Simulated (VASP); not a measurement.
Crystal: Zr.

```
CELL_PARAMETERS angstrom
0.00000 2.25500 2.25500
2.25500 0.00000 2.25500
2.25500 2.25500 0.00000
ATOMIC_POSITIONS crystal
Zr 0.00000 0.00000 0.00000
```

This isn't the form of Zr at room conditions, which is hcp.

Base run:

* Program: VASP 6.6.1
* Functional: PBE
* Potentials or basis: VASP PAW PBE potentials, release 64 (Zr_sv)
* Cutoff: 520 eV
* k mesh: 16 × 16 × 16
* Occupations: tetrahedron
* Spin: no spin polarisation

Its results: band gap on the k mesh zero (bands 6 and 7 overlap by 1.38 eV); pressure 1.0 GPa.

Problem. The run is repeated on the same cell with these changes: occupations from tetrahedron to fermi-dirac, width 0.28 eV. What comes out?

Solution. Band gap on the k mesh zero (bands 6 and 7 overlap by 1.38 eV); pressure 2.7 GPa.

Caveats: tetrahedron occupations give inexact forces and stress in metals (at least some runs); so wide a smearing shifts energies and pressures (at least some runs).
